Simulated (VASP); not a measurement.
Here is a VASP 6.6.1 calculation.

The input INCAR:

```
SYSTEM = AlAs
PREC = Accurate
ENCUT = 500
EDIFF = 1E-6
ISMEAR = 0
SIGMA = 0.05
LREAL = .FALSE.
LASPH = .TRUE.
NELM = 120
ALGO = Normal
ISIF = 2
LWAVE = .FALSE.
LCHARG = .FALSE.
GGA = PS
NBANDS = 11
GGA_COMPAT = .FALSE.
```

Contents of KPOINTS:

```
regular mesh
0
G
  8 8 8
  0 0 0
```

File POSCAR:

```
AlAs
1.0
    0.0000000000      2.9719200000      2.9719200000
    2.9719200000      0.0000000000      2.9719200000
    2.9719200000      2.9719200000      0.0000000000
Al As
1 1
Direct
    0.0000000000      0.0000000000      0.0000000000
    0.7500000000      0.7500000000      0.7500000000
```

Potentials or basis: VASP PAW PBE potentials, release 64 (Al, As).

Command:

```console
$ cat potpaw_PBE.64/Al/POTCAR potpaw_PBE.64/As/POTCAR > POTCAR
$ mpirun -np 1 vasp_std > vasp.out
```

Task: Estimate the band gap on the k mesh.

Result: 0.89 eV, direct.

Task: Predict the pressure.

Result: -7.3 GPa.

Caveat: the cell differs from its parent crystal (strain +0.050 along x and y, +0.050 along z); the PAW data sets were made with another functional, which shifts forces and pressure a little.
